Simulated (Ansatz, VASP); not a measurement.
# SrO in VASP and in Ansatz

```
Sr O
1.0
     3.10287    0.00000    0.00000
     0.00000    3.10287    0.00000
     0.00000    0.00000    3.10287
Sr O
1 1
Direct
  0.00000 0.00000 0.00000
  0.50000 0.50000 0.50000
```

Alike in both runs: task single point; functional PBE-based global hybrid; k mesh 4 × 4 × 4; no spin polarisation.

|  | VASP | Ansatz |
| --- | --- | --- |
| version | VASP 6.6.1 | Ansatz 0.2.0 |
| potentials or method | VASP PAW PBE potentials, release 64 (Sr_sv, O) | plane waves |
| plane-wave cutoff (eV) | 520 | 420 |
| occupations | gaussian, width 0.01 eV | fixed |
| valence electrons in the cell | 16 | 16 |

|  | VASP | Ansatz | Ansatz less VASP |
| --- | --- | --- | --- |
| gap on the k mesh at the Fermi level (eV) | 12.48 | 12.46 | -0.020 |
| pressure (GPa) | -9.3 | -9.2 | +0.05 |

VASP's potentials were made for PBE, not for PBE-based global hybrid. Ansatz's warnings: stress exchange threshold loose, stress scf threshold loose.

The k mesh is coarse, so the values compare programs but aren't converged.
